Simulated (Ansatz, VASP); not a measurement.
**One calculation of Sc4AlAs, two programs**

```xyz
6
Lattice="0.0000 4.0518 4.0518 4.0518 0.0000 4.0518 4.0518 4.0518 0.0000" Properties=species:S:1:pos:R:3 pbc="T T T"
Sc    3.0443    3.0443    5.0594
Sc    3.0443    5.0594    3.0443
Sc    5.0594    3.0443    3.0443
Sc    5.0594    5.0594    5.0594
Al    2.0259    2.0259    2.0259
As    0.0000    0.0000    0.0000
```

Change from the starting cell: species swapped into the Be4AlNi type (F-43m, No. 216).

Alike in both runs: functional PBE; k mesh 8 × 8 × 8; occupations gaussian, width 0.1 eV; no spin polarisation.

Ansatz relaxed the structure, and its values are those at the end. VASP's run is a single point on that final structure, the one shown.

|  | VASP | Ansatz |
| --- | --- | --- |
| version | VASP 6.6.1 | Ansatz 0.2.0 |
| potentials or method | VASP PAW PBE potentials, release 64 (Sc_sv, Al, As), cutoff 520 eV | scalar-relativistic, plane waves, PAW |
| valence electrons in the cell | 52 | 62 |

```tsv
	VASP	Ansatz	Ansatz less VASP
gap on the k mesh at the Fermi level (eV)	none	none	-
pressure (GPa)	0.0	0.0	-0.08
```

A gap of «none» marks a metal or a gap that the smearing closes. VASP's potentials hold 52 valence electrons a cell and Ansatz's 62, so a difference there can come from the potentials and not from the codes.
